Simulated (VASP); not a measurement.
Crystal: BAs.

```
As B
1.0
     0.00000    2.37247    2.37247
     2.37247    0.00000    2.37247
     2.37247    2.37247    0.00000
As B
1 1
Direct
  0.75000 0.75000 0.75000
  0.00000 0.00000 0.00000
```

Base run:

- Program: VASP 6.6.1
- Functional: BLYP
- Dispersion: D4
- Potentials or basis: VASP PAW PBE potentials, release 64 (As_d, B)
- Cutoff: 560 eV
- k mesh: 10 × 10 × 10
- Occupations: fermi-dirac, width 0.05 eV
- Spin: no spin polarisation

Its results: band gap on the k mesh 1.39 eV (least direct gap 3.39 eV); pressure 1.9 GPa.

The run is repeated on the same cell with these changes: functional from BLYP to revPBE; dispersion from D4 to D3(BJ). What comes out?

Band gap on the k mesh 1.18 eV (least direct gap 3.31 eV); pressure -0.4 GPa.

Several settings changed at once.

Caveats: the PAW data sets were made with another functional, which shifts forces and pressure a little.

A k mesh can miss the band edges.
